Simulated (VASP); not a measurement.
## CoSi: single point with PBE

Crystal: CoSi.

```
Co Si
1.0
     4.43085    0.00000    0.00000
     0.00000    4.43085    0.00000
     0.00000    0.00000    4.43085
Co Si
4 4
Direct
  0.11896 0.11896 0.11896
  0.34596 0.86223 0.66931
  0.66931 0.34596 0.86223
  0.86223 0.66931 0.34596
  0.83494 0.83494 0.83494
  0.65254 0.16486 0.35510
  0.35510 0.65254 0.16486
  0.16486 0.35510 0.65254
```

This cell differs from its parent crystal: atoms displaced along a vibrational mode.

```
Program                : VASP 6.6.1
Task                   : single point
Functional             : PBE
Potentials or basis    : VASP PAW PBE potentials, release 64 (Co, Si)
Cutoff                 : 520 eV
k mesh                 : 10 × 10 × 10
Occupations            : gaussian, width 0.15 eV
Spin                   : no spin polarisation
Dipole correction      : no
Further INCAR settings : ALGO = Normal; EDIFF = 1e-06; NBANDS = 36
```

```
Pressure               : 3.1 GPa
Largest force          : 2.923 eV/Å
Band gap on the k mesh : zero (bands 26 and 27 overlap by 0.13 eV)
```

Forces in eV/Å, atoms in the order of the input:
```
Co   1.688  1.688  1.688
Co   0.626 -0.489 -1.527
Co  -1.527  0.626 -0.489
Co  -0.489 -1.527  0.626
Si   0.033  0.033  0.033
Si   0.198 -0.242 -0.287
Si  -0.287  0.198 -0.242
Si  -0.242 -0.287  0.198
```

Stress tensor (GPa, compression positive):
```
 3.08 -0.37 -0.37
-0.37  3.08 -0.37
-0.37 -0.37  3.08
```

Levels at points of the mesh, in eV from the Fermi level:
```tsv
k point	band 22	band 23	band 24	band 25	band 26	band 27	band 28	band 29	band 30	band 31
(0.00, 0.00, 0.00)	-0.92	-0.65	-0.65	-0.23	-0.01	-0.01	2.21	2.21	2.33	2.85
(0.50, 0.00, 0.00)	-0.98	-0.73	-0.73	-0.52	-0.32	0.63	1.12	1.25	1.52	3.80
(0.50, 0.50, 0.00)	-1.38	-1.11	-0.82	-0.18	-0.04	0.45	0.66	1.85	1.94	2.30
(0.50, 0.50, 0.50)	-1.01	-0.96	-0.96	-0.51	-0.23	-0.14	-0.14	5.18	5.18	5.37
```

Wall time 5.6 min on 1 thread of Intel(R) Xeon(R) Platinum 8488C (Sapphire Rapids) (shared host), peak memory 0.5 GiB.

Caveat: the cell differs from its parent crystal (atoms displaced along a vibrational mode); the cell stands under pressure; forces of over 1 eV/Å act on the atoms, so gaps and moduli don't describe the material at rest. Spin polarisation is off, so any magnetic state and its effect on volume and gap are missing.
